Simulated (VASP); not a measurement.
# Ti (Im-3m) in VASP: further runs

Ti is run at these levels: LDA; tasks: relaxation of cell and atoms, single point.

Everything below comes from runs of VASP 6.6.1. Logs are shortened: lines on timing, memory, paths and dates and some standing lists are left out, and cuts for length are marked.

## Step 1: The cell of the first run

The structure is cubic, space group Im-3m (No. 229). Conventional cell: a = 2.646 Å, b = 2.646 Å, c = 2.646 Å, α = 90.00°, β = 90.00°, γ = 90.00°. Within 3.0 Å of Ti (site symmetry m-3m) lie 14 Ti at 2.29 to 2.65 Å.

## Step 2: Relaxation of cell and atoms, LDA, target pressure 140 GPa, at which the enthalpy is minimised

Contents of INCAR:

```
PREC = Accurate
ENCUT = 600
EDIFF = 1E-7
ISMEAR = -1
SIGMA = 0.1
LREAL = False
LASPH = True
NELM = 100
ALGO = Normal
ISIF = 3
LWAVE = False
LCHARG = False
GGA = CA
IBRION = 2
NSW = 32
EDIFFG = -0.005
PSTRESS = 1400.0
```

Contents of KPOINTS:

```
Automatic mesh
0
Gamma
  20 20 20
```

Contents of POSCAR:

```
Ti
1.0
   -1.3229450934      1.3229450934      1.3229450934
    1.3229450934     -1.3229450934      1.3229450934
    1.3229450934      1.3229450934     -1.3229450934
Ti
1
Direct
    0.0000000000      0.0000000000      0.0000000000
```

Potentials or basis: VASP PAW LDA potentials, release 64 (Ti_sv).

Command:

```sh
$ cat potpaw_LDA.64/Ti_sv/POTCAR > POTCAR
$ mpirun -np 1 vasp_std > vasp.out
```

OUTCAR:

```text
PREC = Accurate
   ENCUT = 600
   EDIFF = 1E-7
   ISMEAR = -1
   LREAL = False
   LASPH = True
   NELM = 100
   ISIF = 3
   GGA = CA
   IBRION = 2
   NSW = 32
   EDIFFG = -0.005
   PSTRESS = 1400.0

 ion  position               nearest neighbor table
   1  0.000  0.000  0.000-

  LATTYP: Found a body centered cubic cell.
 ALAT       =     2.6458901868

  Lattice vectors:

 A1 = (  -1.3229450934,   1.3229450934,   1.3229450934)
 A2 = (   1.3229450934,  -1.3229450934,   1.3229450934)
 A3 = (   1.3229450934,   1.3229450934,  -1.3229450934)

Analysis of symmetry for initial positions (statically):
=====================================================================
 Subroutine PRICEL returns:
 Original cell was already a primitive cell.

 Routine SETGRP: Setting up the symmetry group for a
 body centered cubic supercell.

 Subroutine GETGRP returns: Found 48 space group operations
 (whereof 48 operations were pure point group operations)
 out of a pool of 48 trial point group operations.

The static configuration has the point symmetry O_h .

Analysis of symmetry for dynamics (positions and initial velocities):
=====================================================================
 Subroutine PRICEL returns:
 Original cell was already a primitive cell.

 Routine SETGRP: Setting up the symmetry group for a
 body centered cubic supercell.

 Subroutine GETGRP returns: Found 48 space group operations
 (whereof 48 operations were pure point group operations)
 out of a pool of 48 trial point group operations.

The dynamic configuration has the point symmetry O_h .

 Subroutine INISYM returns: Found 48 space group operations
 (whereof 48 operations are pure point group operations),
 and found     1 'primitive' translations

----------------------------------------------------------------------------------------

                                     Primitive cell

  volume of cell :       9.2616

  direct lattice vectors                    reciprocal lattice vectors
    -1.322945093  1.322945093  1.322945093     0.000000000  0.377944635  0.377944635
     1.322945093 -1.322945093  1.322945093     0.377944635  0.000000000  0.377944635
     1.322945093  1.322945093 -1.322945093     0.377944635  0.377944635  0.000000000

  length of vectors
     2.291408117  2.291408117  2.291408117     0.534494428  0.534494428  0.534494428

  position of ions in fractional coordinates (direct lattice)
     0.000000000  0.000000000  0.000000000

  ion indices of the primitive-cell ions
   primitive index   ion index
                 1           1

----------------------------------------------------------------------------------------

 KPOINTS: Automatic mesh

Automatic generation of k-mesh.
 Grid dimensions read from file:
 generate k-points for:   20   20   20

 Generating k-lattice:

  Cartesian coordinates                     Fractional coordinates (reciprocal lattice)
     0.000000000  0.018897232  0.018897232     0.050000000  0.000000000  0.000000000
     0.018897232  0.000000000  0.018897232     0.000000000  0.050000000  0.000000000
     0.018897232  0.018897232  0.000000000     0.000000000  0.000000000  0.050000000

  Length of vectors
     0.026724721  0.026724721  0.026724721

  Shift w.r.t. Gamma in fractional coordinates (k-lattice)
     0.000000000  0.000000000  0.000000000

 Subroutine IBZKPT returns following result:
 ===========================================

 Found    256 irreducible k-points:

 Following reciprocal coordinates:
            Coordinates               Weight
  0.000000  0.000000  0.000000      1.000000
  0.050000  0.000000  0.000000     12.000000
  0.100000  0.000000  0.000000     12.000000
  0.150000  0.000000  0.000000     12.000000
  0.200000  0.000000  0.000000     12.000000
  0.250000  0.000000  0.000000     12.000000
[... 16 lines left out ...]
  0.200000  0.100000  0.000000     48.000000
  0.250000  0.100000  0.000000     48.000000
 [... further k-points ...]
   k-points           NKPTS =    256   k-points in BZ     NKDIM =    256   number of bands    NBANDS=     10
   number of dos      NEDOS =    301   number of ions     NIONS =      1
   total plane-waves  NPLWV =   5832
   dimension x,y,z NGX =    18 NGY =   18 NGZ =   18
   dimension x,y,z NGXF=    36 NGYF=   36 NGZF=   36
   ions per type =               1
   NGX,Y,Z   is equivalent  to a cutoff of  13.06, 13.06, 13.06 a.u.
   NGXF,Y,Z  is equivalent  to a cutoff of  26.12, 26.12, 26.12 a.u.
 SYSTEM =  unknown system
   PREC   = accura    normal or accurate (medium, high low for compatibility)
   ISTART =      0    job   : 0-new  1-cont  2-samecut
   ICHARG =      2    charge: 1-file 2-atom 10-const
   ISPIN  =      1    spin polarized calculation?
   LNONCOLLINEAR =      F non collinear calculations
   LSORBIT =      F    spin-orbit coupling
   LASPH  =      T    aspherical Exc in radial PAW
   ENCUT  =  600.0 eV  44.10 Ry    6.64 a.u.   4.58  4.58  4.58*2*pi/ulx,y,z
   NELM   =    100;   NELMIN=  2; NELMDL= -5     # of ELM steps
   EDIFF  = 0.1E-06   stopping-criterion for ELM
   LREAL  =      F    real-space projection
   EDIFFG = -.5E-02   stopping-criterion for IOM
   NSW    =     32    number of steps for IOM
   IBRION =      2    ionic relax: 0-MD 1-quasi-New 2-CG
   NFREE  =      1    steps in history (QN), initial steepest desc. (CG)
   ISIF   =      3    stress and relaxation
   ISYM   =      2    0-nonsym 1-usesym 2-fastsym
   POTIM  = 0.5000    time-step for ionic-motion
   TEBEG  =    0.0;   TEEND  =   0.0 temperature during run
   PSTRESS= 1400.0 pullay stress
   NELECT =      12.0000    total number of electrons
   NUPDOWN=      -1.0000    fix difference up-down
   EMIN   =  10.00;   EMAX   =-10.00  energy-range for DOS
   EFERMI =   0.00;   METHOD = LEGACY
   ISMEAR =    -1;   SIGMA  =   0.10  broadening in eV -4-tet -1-fermi 0-gaus
   EFERMI_NEDOS =   21; number of points for ismear=-14 and -15
   IALGO  =     38    algorithm
   IMIX   =      4    mixing-type and parameters
     AMIX     =   0.40;   BMIX     =  1.00
     AMIX_MAG =   1.60;   BMIX_MAG =  1.00
  volume/ion in A,a.u.               =       9.26        62.50
  Fermi-wavevector in a.u.,A,eV,Ry     =   1.784734  3.372658 43.338290  3.185274
  Thomas-Fermi vector in A             =   2.848660
   LORBIT       =      0    0 simple, 1 ext, 2 COOP (PROOUT), +10 PAW based schemes
   GGA     = CA    functional components
   LHFCALC =     F    Hartree Fock is set to
   AEXX    =    0.0000 exact exchange contribution
   IVDW    =     0    specifies the selected vdW correction
   LEPSILON=     F    determine dielectric tensor
   LRPA    =     F    only Hartree local field effects (RPA)
 conjugate gradient relaxation of ions
 non-spin polarized calculation
  energy-cutoff  :      600.00
  volume of cell :        9.26
 maximum number of plane-waves:       321
   NGX =  9   NGY =  9   NGZ =  9

--------------------------------------- Ionic step        1  -------------------------------------------

 number of electron      12.0000000 magnetization

 Free energy of the ion-electron system (eV)
  ---------------------------------------------------
  ext. energy  EPLUGINS =         0.00000000
  ---------------------------------------------------
  free energy    TOTEN  =        -6.45705814 eV

  energy without entropy =       -6.43526755  energy(sigma->0) =       -6.44616284

------------------------ aborting loop because EDIFF is reached ----------------------------------------

  FORCE on cell =-STRESS in cart. coord.  units (eV):
  Direction    XX          YY          ZZ          XY          YZ          ZX
  --------------------------------------------------------------------------------------
  -------------------------------------------------------------------------------------
  Total        8.1788713      8.1788713      8.1788713     -0.0000000     -0.0000000     -0.0000000
  in kB     1414.8764122   1414.8764122   1414.8764122     -0.0000000     -0.0000000     -0.0000000
  external PRESSURE =      14.8764122 kB  Pullay stress =    1400.0000000 kB
[... 59 lines left out ...]
  enthalpy is  TOTEN    =         1.6368276883 eV   P V=        8.1940177256

--------------------------------------- Ionic step        3  -------------------------------------------

 number of electron      11.9999999 magnetization

 Free energy of the ion-electron system (eV)
  ---------------------------------------------------
  ext. energy  EPLUGINS =         0.00000000
  ---------------------------------------------------
  free energy    TOTEN  =        -6.48302375 eV

  energy without entropy =       -6.46095435  energy(sigma->0) =       -6.47198905

 E-fermi :  16.2532     XC(G=0): -15.1184

 val. band max:       16.2394743753   @ k =  -0.3500   0.3500   0.1500
 cond. band min:      16.2681794748   @ k =  -0.2000   0.2000   0.0500
 fundamental gap:      0.0287050995
 Fermi energy:        16.2532356834

 k-point     1 :       0.0000    0.0000    0.0000
  band No.  band energies     occupation
      1     -39.6214      2.00000
      2     -13.5691      2.00000
      3     -13.5691      2.00000
      4     -13.5691      2.00000
      5      10.4427      2.00000
      6      17.3410      0.00004
      7      17.3410      0.00004
      8      17.3410      0.00004
      9      20.9475      0.00000
     10      20.9475      0.00000
[... 287 lines left out ...]
 k-point    24 :       0.2500    0.1000    0.0000
  band No.  band energies     occupation
      1     -38.7386      2.00000
      2     -16.3667      2.00000
      3     -14.4268      2.00000
      4     -13.7662      2.00000
      5      13.1278      2.00000
      6      15.2621      1.99990
      7      17.2564      0.00009
      8      20.2967      0.00000
      9      21.7476      0.00000
     10      22.5420      0.00000

 [... further k-points ...]

------------------------ aborting loop because EDIFF is reached ----------------------------------------

  FORCE on cell =-STRESS in cart. coord.  units (eV):
  Direction    XX          YY          ZZ          XY          YZ          ZX
  --------------------------------------------------------------------------------------
  -------------------------------------------------------------------------------------
  Total        8.1182799      8.1182799      8.1182799      0.0000000     -0.0000000      0.0000000
  in kB     1399.9266255   1399.9266255   1399.9266255      0.0000000     -0.0000000      0.0000000
  external PRESSURE =      -0.0733745 kB  Pullay stress =    1400.0000000 kB
[... 16 lines left out ...]
  FREE ENERGIE OF THE ION-ELECTRON SYSTEM (eV)
  ---------------------------------------------------
  free  energy   TOTEN  =        -6.4830237484 eV

  energy  without entropy=       -6.4609543475  energy(sigma->0) =       -6.47198905

  enthalpy is  TOTEN    =         1.6356816993 eV   P V=        8.1187054477

 reached required accuracy - stopping structural energy minimisation
```

It took 1.8 min on 1 thread of Intel Xeon 8259CL, shared host; peak memory 0.14 GiB.

Results:

```
Free energy                                            : -6.4830 eV
Relaxed volume                                         : 9.29 Å³/atom
Relaxed cell                                           : a = 2.294 Å, b = 2.294 Å, c = 2.294 Å, α = 109.47°, β = 109.47°, γ = 109.47°
Space group after relaxing (to 0.05 Å)                 : Im-3m (No. 229)
Energy change on relaxing (the enthalpy is what falls) : -26.0 meV/atom
Ionic steps                                            : 3
Pressure after relaxing                                : 140.0 GPa
Band gap on the k mesh                                 : zero (band 6 reaches 17.36 eV, above the bottom of band 7 at 15.33 eV)
```

Step by step:
```
step  energy change (eV)  largest force (eV/Å)  pressure (GPa)  volume (Å³)
   1              0.0000                0.0000          141.49         9.26
   2             -0.1001                0.0000          135.78         9.38
   3             -0.0260                0.0000          139.99         9.29
```

Final structure:
```cif
data_structure
_symmetry_space_group_name_H-M 'P 1'
_symmetry_Int_Tables_number 1
_cell_length_a 2.2938
_cell_length_b 2.2938
_cell_length_c 2.2938
_cell_angle_alpha 109.471
_cell_angle_beta 109.471
_cell_angle_gamma 109.471
_cell_volume 9.29
loop_
_atom_site_label
_atom_site_type_symbol
_atom_site_fract_x
_atom_site_fract_y
_atom_site_fract_z
_atom_site_occupancy
Ti1 Ti 0.00000 0.00000 0.00000 1
```

Levels at points of the mesh, in eV from the Fermi level:
```
           k point  band 2  band 3  band 4  band 5  band 6  band 7  band 8  band 9  band 10
(0.00, 0.00, 0.00)  -29.82  -29.82  -29.82   -5.81    1.09    1.09    1.09    4.69     4.69
(0.50, 0.00, 0.00)  -33.93  -30.98  -29.92   -4.63   -1.92    5.04    5.63    5.69     8.54
(0.50, 0.50, 0.50)  -32.41  -32.41  -32.41   -5.56   -5.56    7.66    7.66    7.66    15.89
```

Caveat: the cell is relaxed towards a set pressure, so the enthalpy falls and the energy may rise.

## Step 3: Relaxation of cell and atoms, LDA, target pressure 140 GPa, at which the enthalpy is minimised

This run uses another cell than the first one, of 9.65 Å³/atom, 1.042 times its volume.

Contents of INCAR:

```
ALGO = Normal ; EDIFF = 1E-6
EDIFFG = -0.005 ; ENCUT = 600
IBRION = 2 ; ISIF = 3
ISMEAR = -1 ; LASPH = T
LCHARG = F ; LREAL = F
LWAVE = F ; NELM = 60
NSW = 60 ; PREC = Accurate
PSTRESS = 1400.0 ; SIGMA = 0.1
```

Contents of KPOINTS:

```
k-points
0
Gamma
  20 20 20
```

Contents of POSCAR:

```
Ti
1.0
   -1.3411923299      1.3411923299      1.3411923299
    1.3411923299     -1.3411923299      1.3411923299
    1.3411923299      1.3411923299     -1.3411923299
Ti
1
Direct
    0.0000000000      0.0000000000      0.0000000000
```

Potentials or basis: VASP PAW LDA potentials, release 64 (Ti_sv).

Command:

```sh
$ cat potpaw_LDA.64/Ti_sv/POTCAR > POTCAR
$ mpirun -np 1 vasp_std > vasp.out
```

Run time: 2.6 min. Hardware: 1 thread of Intel Xeon 8259CL, shared host; peak memory 0.16 GiB.

Results (log left out):

- Free energy: -6.4821 eV
- Relaxed volume: 9.29 Å³/atom
- Relaxed cell: a = 2.294 Å, b = 2.294 Å, c = 2.294 Å, α = 109.47°, β = 109.47°, γ = 109.47°
- Space group after relaxing (to 0.05 Å): Im-3m (No. 229)
- Energy change on relaxing (the enthalpy is what falls): +295.7 meV/atom
- Ionic steps: 4
- Pressure after relaxing: 139.9 GPa
- Band gap on the k mesh: zero (band 6 reaches 17.37 eV, above the bottom of band 7 at 15.33 eV)

The path:
```
step  energy change (eV)  largest force (eV/Å)  pressure (GPa)  volume (Å³)
   1              0.0000                0.0000          123.16         9.65
   2              1.3395                0.0000          203.51         8.30
   3              0.2815                0.0000          139.10         9.31
   4              0.2957                0.0000          139.92         9.29
```

Final structure:
```
Ti
1.0
    -1.32428    1.32428    1.32428
     1.32428   -1.32428    1.32428
     1.32428    1.32428   -1.32428
Ti
1
Direct
  0.00000 0.00000 0.00000
```

Levels at points of the mesh, in eV from the Fermi level:
| k point | band 2 | band 3 | band 4 | band 5 | band 6 | band 7 | band 8 | band 9 | band 10 |
| --- | --- | --- | --- | --- | --- | --- | --- | --- | --- |
| (0.00, 0.00, 0.00) | -29.82 | -29.82 | -29.82 | -5.81 | 1.09 | 1.09 | 1.09 | 4.69 | 4.69 |
| (0.50, 0.00, 0.00) | -33.93 | -30.98 | -29.92 | -4.63 | -1.93 | 5.04 | 5.64 | 5.69 | 8.54 |
| (0.50, 0.50, 0.50) | -32.41 | -32.41 | -32.41 | -5.56 | -5.56 | 7.66 | 7.66 | 7.66 | 15.90 |

Caveat: the cell is relaxed towards a set pressure, so the enthalpy falls and the energy may rise.

## Step 4: Single point, LDA

Contents of INCAR:

```
PREC = Accurate
ENCUT = 520
EDIFF = 1E-6
ISMEAR = -1
SIGMA = 0.1
LREAL = F
LASPH = T
NELM = 100
ALGO = Normal
ISIF = 2
LWAVE = F
LCHARG = F
GGA = CA
NBANDS = 12
```

Contents of KPOINTS:

```
regular mesh
0
Gamma
  20 20 20
```

Contents of POSCAR:

```
Ti
1.0
   -1.3229450934      1.3229450934      1.3229450934
    1.3229450934     -1.3229450934      1.3229450934
    1.3229450934      1.3229450934     -1.3229450934
Ti
1
Direct
    0.0000000000      0.0000000000      0.0000000000
```

Command:

```sh
$ cat potpaw_LDA.64/Ti_sv/POTCAR > POTCAR
$ mpirun -np 1 vasp_std > vasp.out
```

It used 48 s of CPU time on 1 thread of Intel Xeon 8259CL (shared host).

Results (log left out):

```yaml
Free_energy: -6.4573 eV
Pressure: 141.6 GPa
Band_gap_on_the_k_mesh: zero (band 6 reaches 17.42 eV, above the bottom of band 7 at 15.38 eV)
```

Levels at points of the mesh, in eV from the Fermi level:
```
           k point  band 3  band 4  band 5  band 6  band 7  band 8  band 9  band 10
(0.00, 0.00, 0.00)  -29.81  -29.81   -5.80    1.09    1.09    1.09    4.70     4.70
(0.50, 0.00, 0.00)  -30.97  -29.91   -4.65   -1.94    5.05    5.67    5.70     8.56
(0.50, 0.50, 0.50)  -32.41  -32.41   -5.59   -5.59    7.69    7.69    7.69    15.95
```

[end of part 1 of 2]
